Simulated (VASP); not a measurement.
# TaN (P1) in VASP: further runs

Runs on TaN. Level: PBEsol. Tasks: single point.

Program: VASP 6.6.1. These are calculated values, not measurements. Logs are shortened: lines on timing, memory, paths and dates and some standing lists are left out, and cuts for length are marked.

## 1. The cell of the first run

The typed cell holds 2 atoms: a = 2.938 Å, b = 2.938 Å, c = 2.883 Å, α = 90.00°, β = 90.00°, γ = 120.00°.

## 2. Single point, PBEsol (atom 2 (N) moved by (-0.300, -0.300) A along [1 1 0] and z)

Contents of INCAR:

```
PREC = Accurate
ENCUT = 520
EDIFF = 1E-7
ISMEAR = 0
SIGMA = 0.15
LREAL = False
LASPH = True
NELM = 60
ALGO = Normal
ISIF = 2
LWAVE = False
LCHARG = False
GGA = PS
NBANDS = 15
```

Contents of KPOINTS:

```
regular mesh
0
Gamma
  18 18 16
```

Contents of POSCAR:

```
TaN
1.0
    2.9379988584      0.0000000000      0.0000000000
   -1.4689994292      2.5443816477      0.0000000000
    0.0000000000      0.0000000000      2.8830000000
Ta N
1 1
Direct
    0.3333333333      0.6666666667      0.5000000000
   -0.1138892619     -0.0833727262     -0.1040582726
```

Potentials or basis: VASP PAW PBE potentials, release 64 (Ta_pv, N).

Launch:

```sh
$ cat potpaw_PBE.64/Ta_pv/POTCAR potpaw_PBE.64/N/POTCAR > POTCAR
$ mpirun -np 1 vasp_std > vasp.out
```

OUTCAR:

```text
PREC = Accurate
   ENCUT = 520
   EDIFF = 1E-7
   ISMEAR = 0
   LREAL = False
   LASPH = True
   NELM = 60
   ISIF = 2
   GGA = PS

 ion  position               nearest neighbor table
   1  0.333  0.667  0.500-   2 1.81   2 2.13   2 2.23   2 2.24   2 2.50   2 2.59
   2  0.886  0.917  0.896-   1 1.81   1 2.13   1 2.23   1 2.24   1 2.50   1 2.59

  LATTYP: Found a hexagonal cell.
 ALAT       =     2.9379988584
 C/A-ratio  =     0.9812801635

  Lattice vectors:

 A1 = (   2.9379988584,   0.0000000000,   0.0000000000)
 A2 = (  -1.4689994292,   2.5443816477,   0.0000000000)
 A3 = (   0.0000000000,   0.0000000000,   2.8830000000)

Analysis of symmetry for initial positions (statically):
=====================================================================
 Subroutine PRICEL returns:
 Original cell was already a primitive cell.

 Routine SETGRP: Setting up the symmetry group for a
 hexagonal supercell.

 Subroutine GETGRP returns: Found  1 space group operations
 (whereof  1 operations were pure point group operations)
 out of a pool of 24 trial point group operations.

The static configuration has the point symmetry C_1 .

Analysis of symmetry for dynamics (positions and initial velocities):
=====================================================================
 Subroutine PRICEL returns:
 Original cell was already a primitive cell.

 Routine SETGRP: Setting up the symmetry group for a
 hexagonal supercell.

 Subroutine GETGRP returns: Found  1 space group operations
 (whereof  1 operations were pure point group operations)
 out of a pool of 24 trial point group operations.

The dynamic configuration has the point symmetry C_1 .

 Subroutine INISYM returns: Found  1 space group operations
 (whereof  1 operations are pure point group operations),
 and found     1 'primitive' translations

----------------------------------------------------------------------------------------

                                     Primitive cell

  volume of cell :      21.5516

  direct lattice vectors                    reciprocal lattice vectors
     2.937998858  0.000000000  0.000000000     0.340367729  0.196511400  0.000000000
    -1.468999429  2.544381648  0.000000000     0.000000000  0.393022800  0.000000000
     0.000000000  0.000000000  2.883000000     0.000000000  0.000000000  0.346860909

  length of vectors
     2.937998858  2.937998858  2.883000000     0.393022800  0.393022800  0.346860909

  position of ions in fractional coordinates (direct lattice)
     0.333333333  0.666666667  0.500000000
     0.886110738  0.916627274  0.895941727

  ion indices of the primitive-cell ions
   primitive index   ion index
                 1           1
                 2           2

----------------------------------------------------------------------------------------

 KPOINTS: regular mesh

Automatic generation of k-mesh.
 Grid dimensions read from file:
 generate k-points for:   18   18   16

 Generating k-lattice:

  Cartesian coordinates                     Fractional coordinates (reciprocal lattice)
     0.018909318  0.010917300  0.000000000     0.055555556 -0.000000000  0.000000000
     0.000000000  0.021834600  0.000000000     0.000000000  0.055555556  0.000000000
     0.000000000  0.000000000  0.021678807     0.000000000  0.000000000  0.062500000

  Length of vectors
     0.021834600  0.021834600  0.021678807

  Shift w.r.t. Gamma in fractional coordinates (k-lattice)
     0.000000000  0.000000000  0.000000000

 Subroutine IBZKPT returns following result:
 ===========================================

 Found   2596 irreducible k-points:

 Following reciprocal coordinates:
            Coordinates               Weight
  0.000000  0.000000  0.000000      1.000000
  0.055556  0.000000  0.000000      2.000000
  0.000000  0.055556  0.000000      2.000000
 -0.055556  0.055556  0.000000      2.000000
  0.111111  0.000000  0.000000      2.000000
  0.000000  0.111111  0.000000      2.000000
[... 16 lines left out ...]
  0.444444 -0.000000  0.000000      2.000000
  0.000000  0.444444  0.000000      2.000000
 [... further k-points ...]
   k-points           NKPTS =   2596   k-points in BZ     NKDIM =   2596   number of bands    NBANDS=     15
   number of dos      NEDOS =    301   number of ions     NIONS =      2
   total plane-waves  NPLWV =  13824
   dimension x,y,z NGX =    24 NGY =   24 NGZ =   24
   dimension x,y,z NGXF=    48 NGYF=   48 NGZF=   48
   ions per type =               1   1
   NGX,Y,Z   is equivalent  to a cutoff of  13.58, 13.58, 13.84 a.u.
   NGXF,Y,Z  is equivalent  to a cutoff of  27.16, 27.16, 27.68 a.u.
 SYSTEM =  unknown system
   PREC   = accura    normal or accurate (medium, high low for compatibility)
   ISTART =      0    job   : 0-new  1-cont  2-samecut
   ICHARG =      2    charge: 1-file 2-atom 10-const
   ISPIN  =      1    spin polarized calculation?
   LNONCOLLINEAR =      F non collinear calculations
   LSORBIT =      F    spin-orbit coupling
   LASPH  =      T    aspherical Exc in radial PAW
   ENCUT  =  520.0 eV  38.22 Ry    6.18 a.u.   5.46  5.46  5.36*2*pi/ulx,y,z
   NELM   =     60;   NELMIN=  2; NELMDL= -5     # of ELM steps
   EDIFF  = 0.1E-06   stopping-criterion for ELM
   LREAL  =      F    real-space projection
   EDIFFG = 0.1E-05   stopping-criterion for IOM
   NSW    =      0    number of steps for IOM
   IBRION =     -1    ionic relax: 0-MD 1-quasi-New 2-CG
   NFREE  =      0    steps in history (QN), initial steepest desc. (CG)
   ISIF   =      2    stress and relaxation
   ISYM   =      2    0-nonsym 1-usesym 2-fastsym
   POTIM  = 0.5000    time-step for ionic-motion
   TEBEG  =    0.0;   TEEND  =   0.0 temperature during run
   PSTRESS=    0.0 pullay stress
   NELECT =      16.0000    total number of electrons
   NUPDOWN=      -1.0000    fix difference up-down
   EMIN   =  10.00;   EMAX   =-10.00  energy-range for DOS
   EFERMI =   0.00;   METHOD = LEGACY
   ISMEAR =     0;   SIGMA  =   0.15  broadening in eV -4-tet -1-fermi 0-gaus
   EFERMI_NEDOS =   21; number of points for ismear=-14 and -15
   IALGO  =     38    algorithm
   IMIX   =      4    mixing-type and parameters
     AMIX     =   0.40;   BMIX     =  1.00
     AMIX_MAG =   1.60;   BMIX_MAG =  1.00
  volume/ion in A,a.u.               =      10.78        72.72
  Fermi-wavevector in a.u.,A,eV,Ry     =   1.482366  2.801265 29.897546  2.197408
  Thomas-Fermi vector in A             =   2.596161
   LORBIT       =      0    0 simple, 1 ext, 2 COOP (PROOUT), +10 PAW based schemes
   GGA     = PS    functional components
   LHFCALC =     F    Hartree Fock is set to
   AEXX    =    0.0000 exact exchange contribution
   IVDW    =     0    specifies the selected vdW correction
   LEPSILON=     F    determine dielectric tensor
   LRPA    =     F    only Hartree local field effects (RPA)
 non-spin polarized calculation
 Gauss-broadening in eV      SIGMA  =   0.15
  energy-cutoff  :      520.00
  volume of cell :       21.55
 maximum number of plane-waves:       605
 NGX is ok and might be reduce to    24
   NGX = 11   NGY = 11   NGZ = 11

 number of electron      16.0000000 magnetization

 Free energy of the ion-electron system (eV)
  ---------------------------------------------------
  ext. energy  EPLUGINS =         0.00000000
  ---------------------------------------------------
  free energy    TOTEN  =       -22.29057014 eV

  energy without entropy =      -22.28921845  energy(sigma->0) =      -22.28989430

 E-fermi :   8.3457     XC(G=0): -13.4239

 val. band max:        8.3418957601   @ k =  -0.2778  -0.1667   0.1250
 cond. band min:       8.3516631546   @ k =  -0.0556   0.5000   0.5000
 fundamental gap:      0.0097673945
 Fermi energy:         8.3457136083

 k-point     1 :       0.0000    0.0000    0.0000
  band No.  band energies     occupation
      1     -26.6823      2.00000
      2     -26.3315      2.00000
      3     -26.2411      2.00000
      4      -9.6163      2.00000
      5       1.8068      2.00000
      6       2.7547      2.00000
      7       3.3029      2.00000
      8       7.3669      2.00000
      9       8.7588      0.00010
     10      11.1534      0.00000
     11      12.2601      0.00000
     12      13.4116      0.00000
     13      13.9407      0.00000
     14      19.6807      0.00000
     15      21.7382      0.00000

 k-point     2 :       0.0556    0.0000    0.0000
  band No.  band energies     occupation
      1     -26.6878      2.00000
      2     -26.3591      2.00000
      3     -26.2494      2.00000
      4      -9.5409      2.00000
      5       1.7594      2.00000
      6       2.8097      2.00000
      7       3.2532      2.00000
      8       7.2232      2.00000
      9       8.8157      0.00001
     10      11.1498      0.00000
     11      12.1876      0.00000
     12      13.4712      0.00000
     13      14.1006      0.00000
     14      19.8933      0.00000
     15      21.7385      0.00000

 k-point     3 :       0.0000    0.0556    0.0000
  band No.  band energies     occupation
      1     -26.6825      2.00000
      2     -26.3404      2.00000
      3     -26.2700      2.00000
      4      -9.5585      2.00000
      5       1.8154      2.00000
      6       2.6495      2.00000
      7       3.3326      2.00000
      8       7.3396      2.00000
      9       8.8612      0.00000
     10      11.2001      0.00000
     11      12.1989      0.00000
     12      13.3931      0.00000
     13      13.9541      0.00000
     14      19.7953      0.00000
     15      21.7387      0.00000
[... 343 lines left out ...]
 k-point    23 :       0.4444   -0.0000    0.0000
  band No.  band energies     occupation
      1     -27.5454      2.00000
      2     -26.4905      2.00000
      3     -26.4288      2.00000
      4      -7.0411      2.00000
      5      -0.6979      2.00000
      6       2.4598      2.00000
      7       4.0855      2.00000
      8       5.2456      2.00000
      9      10.8628      0.00000
     10      11.7068      0.00000
     11      12.8931      0.00000
     12      13.2499      0.00000
     13      17.3125      0.00000
     14      21.4878      0.00000
     15      21.8062      0.00000

 k-point    24 :       0.0000    0.4444    0.0000
  band No.  band energies     occupation
      1     -27.3232      2.00000
      2     -26.6549      2.00000
      3     -26.3993      2.00000
      4      -7.8408      2.00000
      5       0.2718      2.00000
      6       2.2357      2.00000
      7       3.5750      2.00000
      8       6.8087      2.00000
      9      10.4648      0.00000
     10      11.8943      0.00000
     11      12.6461      0.00000
     12      13.8096      0.00000
     13      16.4743      0.00000
     14      19.3630      0.00000
     15      21.6920      0.00000

 [... further k-points ...]

------------------------ aborting loop because EDIFF is reached ----------------------------------------

  FORCE on cell =-STRESS in cart. coord.  units (eV):
  Direction    XX          YY          ZZ          XY          YZ          ZX
  --------------------------------------------------------------------------------------
  -------------------------------------------------------------------------------------
  Total        5.6233636      1.8008626      5.5053070      2.4625262      2.9268827      4.5259151
  in kB      418.0500025    133.8790525    409.2734838    183.0682081    217.5892199    336.4638942
  external PRESSURE =     320.4008462 kB  Pullay stress =       0.0000000 kB

 VOLUME and BASIS-vectors are now :
 -----------------------------------------------------------------------------
  energy-cutoff  :      520.00
  volume of cell :       21.55
      direct lattice vectors                 reciprocal lattice vectors
     2.937998858  0.000000000  0.000000000     0.340367729  0.196511400  0.000000000
    -1.468999429  2.544381648  0.000000000     0.000000000  0.393022800  0.000000000
     0.000000000  0.000000000  2.883000000     0.000000000  0.000000000  0.346860909

 POSITION                                       TOTAL-FORCE (eV/Angst)
 -----------------------------------------------------------------------------------
     -0.00000      1.69625      1.44150        -4.898273     -3.416742     -6.116198
      1.25687      2.33225      2.58300         4.898273      3.416742      6.116198
 -----------------------------------------------------------------------------------
    total drift:                               -0.000009     -0.000005      0.000042

  FREE ENERGIE OF THE ION-ELECTRON SYSTEM (eV)
  ---------------------------------------------------
  free  energy   TOTEN  =       -22.2905701445 eV

  energy  without entropy=      -22.2892184468  energy(sigma->0) =      -22.28989430
```

Run time: 4.8 min. Hardware: 1 thread of Intel Xeon 6975P-C (Granite Rapids), shared host; peak memory 0.89 GiB.

What came out:

```
Free energy            : -22.2906 eV
Pressure               : 32.0 GPa
Largest force          : 8.548 eV/Å
Band gap on the k mesh : zero (band 8 reaches 8.51 eV, above the bottom of band 9 at 8.34 eV)
```

Forces on the atoms (eV/Å):
```
Ta  -4.898 -3.417 -6.116
N    4.898  3.417  6.116
```

Stress tensor (GPa, compression positive):
```
41.81 18.31 33.65
18.31 13.39 21.76
33.65 21.76 40.93
```

Caveat: the cell differs from its parent crystal (atom 2 (N) moved by (-0.300, -0.300) A along [1 1 0] and z); the PAW data sets were made with another functional, which shifts forces and pressure a little; spin-orbit coupling is left out, which moves the levels of the heavy elements.

## 3. Single point, PBEsol (atom 2 (N) moved by (+0.300, -0.300) A along [1 1 0] and z)

Contents of INCAR:

```
SYSTEM = TaN
PREC = Accurate
ENCUT = 520
EDIFF = 1E-7
ISMEAR = 0
SIGMA = 0.15
LREAL = .False.
LASPH = .True.
NELM = 60
ALGO = Normal
ISIF = 2
LWAVE = .False.
LCHARG = .False.
GGA = PS
NBANDS = 15
```

Contents of KPOINTS:

```
Automatic mesh
0
Gamma
  18 18 16
  0 0 0
```

POSCAR: that of step 2 with these lines changed.

```diff
@@ -9,2 +9,2 @@
     0.3333333333      0.6666666667      0.5000000000
-   -0.1138892619     -0.0833727262     -0.1040582726
+    0.1138892619      0.0833727262     -0.1040582726
```

Potentials or basis: VASP PAW PBE potentials, release 64 (Ta_pv, N).

Launch:

```sh
$ cat potpaw_PBE.64/Ta_pv/POTCAR potpaw_PBE.64/N/POTCAR > POTCAR
$ mpirun -np 1 vasp_std > vasp.out
```

Run time: 16 min. Hardware: 1 thread of Oxide Virtual Turin-like, shared host; peak memory 0.85 GiB.

It converged, with:

```
Free energy            : -22.4953 eV
Pressure               : 27.5 GPa
Largest force          : 6.673 eV/Å
Band gap on the k mesh : zero (band 8 reaches 8.88 eV, above the bottom of band 9 at 8.46 eV)
```

Forces on the atoms (eV/Å):
```
Ta   1.964  3.375 -5.410
N   -1.964 -3.375  5.410
```

Stress tensor (GPa, compression positive):
```
 11.22  -9.05 -10.11
 -9.05  38.18 -21.43
-10.11 -21.43  33.05
```

Levels at points of the mesh, in eV from the Fermi level:
| k point | band 4 | band 5 | band 6 | band 7 | band 8 | band 9 | band 10 | band 11 | band 12 | band 13 |
| --- | --- | --- | --- | --- | --- | --- | --- | --- | --- | --- |
| (0.00, 0.00, 0.00) | -18.14 | -6.43 | -5.58 | -5.15 | -1.31 | 0.68 | 1.62 | 3.88 | 4.90 | 5.43 |
| (0.50, 0.00, 0.00) | -16.51 | -8.00 | -5.88 | -4.55 | -2.37 | 2.17 | 3.31 | 3.86 | 5.20 | 8.42 |
| (0.00, 0.50, 0.00) | -15.48 | -9.11 | -6.04 | -5.26 | -2.06 | 2.56 | 3.16 | 4.07 | 5.00 | 8.59 |
| (0.50, 0.50, 0.00) | -15.64 | -8.88 | -6.22 | -5.48 | -1.33 | 2.31 | 3.22 | 4.12 | 5.34 | 8.26 |
| (0.00, 0.00, 0.50) | -15.67 | -9.70 | -6.10 | -3.98 | -0.46 | 0.15 | 0.91 | 3.64 | 6.16 | 7.73 |
| (0.50, 0.00, 0.50) | -15.60 | -8.94 | -7.20 | -6.98 | 0.39 | 3.78 | 4.70 | 5.72 | 8.04 | 8.99 |
| (0.00, 0.50, 0.50) | -16.56 | -7.48 | -5.71 | -5.40 | -1.47 | 2.57 | 4.96 | 5.67 | 6.33 | 8.70 |
| (0.50, 0.50, 0.50) | -16.39 | -7.76 | -6.06 | -5.40 | -1.16 | 1.99 | 5.03 | 5.69 | 6.44 | 9.56 |

Caveat: the cell differs from its parent crystal (atom 2 (N) moved by (+0.300, -0.300) A along [1 1 0] and z); the PAW data sets were made with another functional, which shifts forces and pressure a little; spin-orbit coupling is left out, which moves the levels of the heavy elements.

## 4. Single point, PBEsol (atom 2 (N) moved by (-0.300, -0.150) A along [1 1 0] and z)

Contents of INCAR:

```
  ALGO = Normal
  EDIFF = 1E-6
  ENCUT = 520
  GGA = PS
  ISIF = 2
  ISMEAR = 0
  LASPH = True
  LCHARG = True
  LELF = True
  LREAL = False
  LVHAR = True
  LWAVE = False
  NBANDS = 15
  NELM = 60
  PREC = Accurate
  SIGMA = 0.15
```

Contents of KPOINTS:

```
k-points
0
Gamma
  18 18 16
```

POSCAR: that of step 3 with these lines changed.

```diff
@@ -9,2 +9,2 @@
     0.3333333333      0.6666666667      0.5000000000
-    0.1138892619      0.0833727262     -0.1040582726
+   -0.1138892619     -0.0833727262     -0.0520291363
```

Launch:

```sh
$ cat potpaw_PBE.64/Ta_pv/POTCAR potpaw_PBE.64/N/POTCAR > POTCAR
$ mpirun -np 1 vasp_std > vasp.out
```

Wall time 14 min (1 thread of Oxide Virtual Turin-like, shared host); peak memory 0.85 GiB.

The run converged. Its results:

```yaml
Free_energy: -22.9661 eV
Pressure: 15.4 GPa
Largest_force: 5.535 eV/Å
Band_gap_on_the_k_mesh: zero (band 8 reaches 8.51 eV, above the bottom of band 9 at 8.25 eV)
```

Forces on the atoms (eV/Å):
```
Ta  -3.756 -2.838 -2.911
N    3.756  2.838  2.911
```

Stress tensor (GPa, compression positive):
```
17.28  9.50 17.22
 9.50  4.26 11.40
17.22 11.40 24.67
```

Levels at points of the mesh, in eV from the Fermi level:
| k point | band 4 | band 5 | band 6 | band 7 | band 8 | band 9 | band 10 | band 11 | band 12 | band 13 |
| --- | --- | --- | --- | --- | --- | --- | --- | --- | --- | --- |
| (0.00, 0.00, 0.00) | -17.93 | -5.81 | -5.09 | -4.21 | -2.13 | 0.45 | 3.12 | 4.01 | 4.40 | 4.94 |
| (0.50, 0.00, 0.00) | -15.14 | -9.20 | -6.21 | -4.19 | -2.88 | 3.08 | 3.91 | 4.92 | 5.71 | 8.60 |
| (0.00, 0.50, 0.00) | -16.00 | -8.00 | -5.63 | -4.83 | -1.64 | 2.16 | 4.06 | 4.41 | 5.37 | 7.74 |
| (0.50, 0.50, 0.00) | -15.67 | -8.38 | -5.92 | -5.38 | -0.98 | 2.32 | 3.95 | 4.97 | 5.68 | 7.66 |
| (0.00, 0.00, 0.50) | -15.26 | -9.48 | -5.36 | -2.94 | -0.72 | 0.06 | 1.10 | 2.91 | 5.24 | 8.45 |
| (0.50, 0.00, 0.50) | -16.44 | -6.88 | -5.49 | -5.42 | -1.41 | 3.92 | 5.22 | 5.90 | 6.23 | 9.19 |
| (0.00, 0.50, 0.50) | -15.50 | -8.08 | -7.03 | -6.13 | 0.23 | 3.39 | 5.12 | 5.79 | 7.04 | 8.83 |
| (0.50, 0.50, 0.50) | -15.88 | -7.58 | -6.56 | -5.50 | -0.53 | 2.62 | 5.12 | 5.81 | 6.79 | 9.30 |

Caveat: the cell differs from its parent crystal (atom 2 (N) moved by (-0.300, -0.150) A along [1 1 0] and z); the PAW data sets were made with another functional, which shifts forces and pressure a little; spin-orbit coupling is left out, which moves the levels of the heavy elements.
